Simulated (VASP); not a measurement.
Here is a VASP 6.6.1 calculation.

The input POSCAR:

```
CdF2
1.0
    0.0000000000      2.6825809931      2.6825809931
    2.6825809931      0.0000000000      2.6825809931
    2.6825809931      2.6825809931      0.0000000000
Cd F
1 2
Direct
    0.0000000000      0.0000000000      0.0000000000
    0.2500000000      0.2500000000      0.2500000000
    0.7500000000      0.7500000000      0.7500000000
```

INCAR.step1

```
SYSTEM = CdF2
  PREC = Accurate
  ENCUT = 520
  ISMEAR = 0
  SIGMA = 0.01
  LREAL = .FALSE.
  LASPH = .TRUE.
  NELM = 80
  NBANDS = 20
  GGA = PE
  ALGO = Normal
  EDIFF = 1E-4
  LWAVE = .TRUE.
  LCHARG = .FALSE.
```

Contents of INCAR.step2:

```
SYSTEM = CdF2
  PREC = Accurate
  ENCUT = 520
  EDIFF = 1E-7
  ISMEAR = 0
  SIGMA = 0.01
  LREAL = .FALSE.
  LASPH = .TRUE.
  NELM = 80
  ALGO = Normal
  ISIF = 2
  LWAVE = .FALSE.
  LCHARG = .FALSE.
  METAGGA = R2SCAN
  LMIXTAU = .TRUE.
  NBANDS = 20
  ISTART = 1
```

File KPOINTS:

```
Automatic mesh
0
G
  6 6 6
  0 0 0
```

Potentials or basis: VASP PAW PBE potentials, release 64 (Cd, F).

Command:

```console
$ cat potpaw_PBE.64/Cd/POTCAR potpaw_PBE.64/F/POTCAR > POTCAR
$ cp INCAR.step1 INCAR
$ mpirun -np 1 vasp_std > vasp.out
$ cp INCAR.step2 INCAR
$ mpirun -np 1 vasp_std > vasp.out
```

Problem. Predict the pressure.

Solution. 2.6 GPa.

Problem. What does it give for the band gap on the k mesh?

Solution. 3.82 eV, indirect (least direct gap 4.28 eV).

Caveat: the PAW data sets were made with another functional, which shifts forces and pressure a little. A k mesh can miss the band edges.
